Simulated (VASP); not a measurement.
# ZnS (P6_3mc) in VASP: a series of runs

ZnS is run at these levels: PBE; tasks: single point, relaxation of the atoms.

Program: VASP 6.6.1. These are calculated values, not measurements. Logs are shortened: lines on timing, memory, paths and dates and some standing lists are left out, and cuts for length are marked.

## (1) The cell of the first run

The structure is hexagonal, space group P6_3mc (No. 186). The conventional cell has a = 3.959 Å, b = 3.959 Å, c = 6.203 Å, α = 90.00°, β = 90.00°, γ = 120.00°. Zn (site symmetry 3m) has 4 S at 2.37 to 2.40 Å within 3.1 Å. S (site symmetry 3m) has 4 Zn at 2.37 to 2.40 Å within 3.1 Å.

## (2) Single point, PBE

The input, INCAR:

```
SYSTEM = ZnS
  PREC = Accurate
  ENCUT = 520
  EDIFF = 1E-6
  ISMEAR = 0
  SIGMA = 0.02
  LREAL = .FALSE.
  LASPH = .TRUE.
  NELM = 100
  ALGO = Normal
  ISIF = 2
  LWAVE = .FALSE.
  LCHARG = .FALSE.
  GGA = PE
  NBANDS = 26
```

The input, KPOINTS:

```
Automatic mesh
0
G
  12 12 4
  0 0 0
```

The input, POSCAR:

```
ZnS
1.0
    3.9593889435      0.0000000000      0.0000000000
   -1.9796944718      3.4289314086      0.0000000000
    0.0000000000      0.0000000000      6.2030998647
Zn S
2 2
Direct
    0.3333333333      0.6666666667     -0.0034433876
    0.6666666667      0.3333333333      0.4965566124
    0.3333333333      0.6666666667      0.3784433876
    0.6666666667      0.3333333333      0.8784433876
```

Potentials or basis: VASP PAW PBE potentials, release 64 (Zn, S).

Launch:

```bash
$ cat potpaw_PBE.64/Zn/POTCAR potpaw_PBE.64/S/POTCAR > POTCAR
$ mpirun -np 1 vasp_std > vasp.out
```

OUTCAR:

```text
SYSTEM = ZnS
   PREC = Accurate
   ENCUT = 520
   EDIFF = 1E-6
   ISMEAR = 0
   LREAL = .FALSE.
   LASPH = .TRUE.
   NELM = 100
   ISIF = 2
   GGA = PE

 ion  position               nearest neighbor table
   1  0.333  0.667  0.997-   3 2.37   4 2.40   4 2.40   4 2.40
   2  0.667  0.333  0.497-   4 2.37   3 2.40   3 2.40   3 2.40
   3  0.333  0.667  0.378-   1 2.37   2 2.40   2 2.40   2 2.40
   4  0.667  0.333  0.878-   2 2.37   1 2.40   1 2.40   1 2.40

  LATTYP: Found a hexagonal cell.
 ALAT       =     3.9593889435
 C/A-ratio  =     1.5666811099

  Lattice vectors:

 A1 = (   3.9593889435,   0.0000000000,   0.0000000000)
 A2 = (  -1.9796944718,   3.4289314086,   0.0000000000)
 A3 = (   0.0000000000,   0.0000000000,   6.2030998647)

Analysis of symmetry for initial positions (statically):
=====================================================================
 Subroutine PRICEL returns:
 Original cell was already a primitive cell.

 Routine SETGRP: Setting up the symmetry group for a
 hexagonal supercell.

 Subroutine GETGRP returns: Found 12 space group operations
 (whereof  6 operations were pure point group operations)
 out of a pool of 24 trial point group operations.

The static configuration has the point symmetry C_3v.
 The point group associated with its full space group is C_6v.

Analysis of symmetry for dynamics (positions and initial velocities):
=====================================================================
 Subroutine PRICEL returns:
 Original cell was already a primitive cell.

 Routine SETGRP: Setting up the symmetry group for a
 hexagonal supercell.

 Subroutine GETGRP returns: Found 12 space group operations
 (whereof  6 operations were pure point group operations)
 out of a pool of 24 trial point group operations.

The dynamic configuration has the point symmetry C_3v.
 The point group associated with its full space group is C_6v.

 Subroutine INISYM returns: Found 12 space group operations
 (whereof  6 operations are pure point group operations),
 and found     1 'primitive' translations

----------------------------------------------------------------------------------------

                                     Primitive cell
[... 90 lines left out ...]
   LNONCOLLINEAR =      F non collinear calculations
   LSORBIT =      F    spin-orbit coupling
   LASPH  =      T    aspherical Exc in radial PAW
   ENCUT  =  520.0 eV  38.22 Ry    6.18 a.u.   7.36  7.36 11.53*2*pi/ulx,y,z
   NELM   =    100;   NELMIN=  2; NELMDL= -5     # of ELM steps
   EDIFF  = 0.1E-05   stopping-criterion for ELM
   LREAL  =      F    real-space projection
   EDIFFG = 0.1E-04   stopping-criterion for IOM
   NSW    =      0    number of steps for IOM
   IBRION =     -1    ionic relax: 0-MD 1-quasi-New 2-CG
   NFREE  =      0    steps in history (QN), initial steepest desc. (CG)
   ISIF   =      2    stress and relaxation
   ISYM   =      2    0-nonsym 1-usesym 2-fastsym
   POTIM  = 0.5000    time-step for ionic-motion
   TEBEG  =    0.0;   TEEND  =   0.0 temperature during run
   PSTRESS=    0.0 pullay stress
   NELECT =      36.0000    total number of electrons
   NUPDOWN=      -1.0000    fix difference up-down
   EMIN   =  10.00;   EMAX   =-10.00  energy-range for DOS
   EFERMI =   0.00;   METHOD = LEGACY
   ISMEAR =     0;   SIGMA  =   0.02  broadening in eV -4-tet -1-fermi 0-gaus
   EFERMI_NEDOS =   21; number of points for ismear=-14 and -15
   IALGO  =     38    algorithm
   IMIX   =      4    mixing-type and parameters
     AMIX     =   0.40;   BMIX     =  1.00
     AMIX_MAG =   1.60;   BMIX_MAG =  1.00
  volume/ion in A,a.u.               =      21.05       142.08
  Fermi-wavevector in a.u.,A,eV,Ry     =   1.233229  2.330465 20.692474  1.520854
  Thomas-Fermi vector in A             =   2.367968
   LORBIT       =      0    0 simple, 1 ext, 2 COOP (PROOUT), +10 PAW based schemes
   GGA     = PE    functional components
   LHFCALC =     F    Hartree Fock is set to
   AEXX    =    0.0000 exact exchange contribution
   IVDW    =     0    specifies the selected vdW correction
   LEPSILON=     F    determine dielectric tensor
   LRPA    =     F    only Hartree local field effects (RPA)
 non-spin polarized calculation
 Gauss-broadening in eV      SIGMA  =   0.02
  energy-cutoff  :      520.00
  volume of cell :       84.22
 maximum number of plane-waves:      2297
 NGX is ok and might be reduce to    30
   NGX = 15   NGY = 15   NGZ = 23

 number of electron      35.9999977 magnetization

 Free energy of the ion-electron system (eV)
  ---------------------------------------------------
  ext. energy  EPLUGINS =         0.00000000
  ---------------------------------------------------
  free energy    TOTEN  =       -13.63659880 eV

  energy without entropy =      -13.63659880  energy(sigma->0) =      -13.63659880

 E-fermi :   1.7333     XC(G=0):  -9.3179

 val. band max:        1.5855205839   @ k =   0.0000   0.0000   0.0000
 cond. band min:       3.4527224616   @ k =   0.0000   0.0000   0.0000
 fundamental gap:      1.8672018777
 Fermi energy:         1.7333135388

 k-point     1 :       0.0000    0.0000    0.0000
  band No.  band energies     occupation
      1     -11.1906      2.00000
      2     -10.2931      2.00000
      3      -4.5558      2.00000
      4      -4.5558      2.00000
      5      -4.5504      2.00000
      6      -4.4854      2.00000
[... 685 lines left out ...]
     25      10.1346      0.00000
     26      11.0243      0.00000

 [... further k-points ...]

------------------------ aborting loop because EDIFF is reached ----------------------------------------

  FORCE on cell =-STRESS in cart. coord.  units (eV):
  Direction    XX          YY          ZZ          XY          YZ          ZX
  --------------------------------------------------------------------------------------
  -------------------------------------------------------------------------------------
  Total       -1.9716537     -1.9716537      0.0652777      0.0000000      0.0000000      0.0000000
  in kB      -37.5098629    -37.5098629      1.2418805      0.0000000      0.0000000      0.0000000
  external PRESSURE =     -24.5926151 kB  Pullay stress =       0.0000000 kB

 VOLUME and BASIS-vectors are now :
 -----------------------------------------------------------------------------
  energy-cutoff  :      520.00
  volume of cell :       84.22
      direct lattice vectors                 reciprocal lattice vectors
     3.959388944  0.000000000  0.000000000     0.252564225  0.145818023  0.000000000
    -1.979694472  3.428931409  0.000000000     0.000000000  0.291636047  0.000000000
     0.000000000  0.000000000  6.203099865     0.000000000  0.000000000  0.161209721

 POSITION                                       TOTAL-FORCE (eV/Angst)
 -----------------------------------------------------------------------------------
     -0.00000      2.28595      6.18174        -0.000000     -0.000000     -0.002098
      1.97969      1.14298      3.08019        -0.000000      0.000000     -0.002098
     -0.00000      2.28595      2.34752        -0.000000     -0.000000      0.002098
      1.97969      1.14298      5.44907         0.000000      0.000000      0.002098
 -----------------------------------------------------------------------------------
    total drift:                               -0.000001     -0.000001     -0.000487

  FREE ENERGIE OF THE ION-ELECTRON SYSTEM (eV)
  ---------------------------------------------------
  free  energy   TOTEN  =       -13.6365988027 eV

  energy  without entropy=      -13.6365988027  energy(sigma->0) =      -13.63659880
```

OSZICAR:

```text
N       E                     dE             d eps       ncg     rms          rms(c)
DAV:   1     0.240225879471E+03    0.24023E+03   -0.16972E+04  2964   0.163E+03
DAV:   2     0.998319360328E+01   -0.23024E+03   -0.22015E+03  3066   0.344E+02
DAV:   3    -0.139165274010E+02   -0.23900E+02   -0.23660E+02  3572   0.110E+02
DAV:   4    -0.144917265674E+02   -0.57520E+00   -0.57388E+00  3370   0.171E+01
DAV:   5    -0.145009851965E+02   -0.92586E-02   -0.92564E-02  3574   0.214E+00    0.870E+00
DAV:   6    -0.136450372444E+02    0.85595E+00   -0.16460E+00  4480   0.355E+01    0.679E+00
DAV:   7    -0.136396060599E+02    0.54312E-02   -0.10726E+00  3148   0.606E+00    0.328E+00
DAV:   8    -0.136355301271E+02    0.40759E-02   -0.35078E-02  3766   0.201E+00    0.852E-01
DAV:   9    -0.136361617746E+02   -0.63165E-03   -0.69881E-03  3942   0.139E+00    0.207E-01
DAV:  10    -0.136363675725E+02   -0.20580E-03   -0.77956E-04  3376   0.308E-01    0.858E-02
DAV:  11    -0.136365972915E+02   -0.22972E-03   -0.38802E-04  3062   0.120E-01    0.575E-02
DAV:  12    -0.136365952622E+02    0.20292E-05   -0.99210E-06  3578   0.209E-02    0.125E-02
DAV:  13    -0.136365985512E+02   -0.32889E-05   -0.41158E-06  2826   0.111E-02    0.116E-03
DAV:  14    -0.136365988027E+02   -0.25159E-06   -0.40192E-07  2566   0.501E-03
   1 F= -.13636599E+02 E0= -.13636599E+02  d E =-.377190E-28
```

stdout:

```text
POSCAR found type information on POSCAR ZnS
 POSCAR found :  2 types and       4 ions
 scaLAPACK will be used
 LDA part: xc-table for (Slater+PW92), standard interpolation
 POSCAR, INCAR and KPOINTS ok, starting setup
 FFT: planning ... GRIDC
 FFT: planning ... GRID_SOFT
 FFT: planning ... GRID
 WAVECAR not read
 entering main loop
```

It took 53 s on 1 thread of Intel Xeon 6975P-C (Granite Rapids), shared host; peak memory 0.25 GiB.

Results:

* Free energy: -13.6366 eV
* Pressure: -2.5 GPa
* Band gap on the k mesh: 1.87 eV

Forces on the atoms (eV/Å):
```
Zn   0.000  0.000 -0.002
Zn   0.000  0.000 -0.002
S    0.000  0.000  0.002
S    0.000  0.000  0.002
```

Stress tensor (GPa, compression positive):
```
-3.75  0.00  0.00
 0.00 -3.75  0.00
 0.00  0.00  0.12
```

Levels at points of the mesh, in eV from the valence-band top:
```csv
k point,band 15,band 16,band 17,band 18,band 19,band 20,band 21,band 22
"(0.00, 0.00, 0.00)",-0.99,-0.10,-0.10,0.00,1.87,2.55,6.11,6.11
"(0.50, 0.00, 0.00)",-2.97,-2.18,-1.49,-0.86,3.44,4.07,5.34,6.91
"(0.00, 0.00, 0.50)",-0.57,-0.57,-0.57,-0.57,3.13,3.13,6.54,6.54
"(0.50, 0.00, 0.50)",-1.57,-1.57,-1.35,-1.35,3.56,3.56,5.25,5.25
```

A k mesh can miss the band edges.

(Continued in part 2 of 2.)
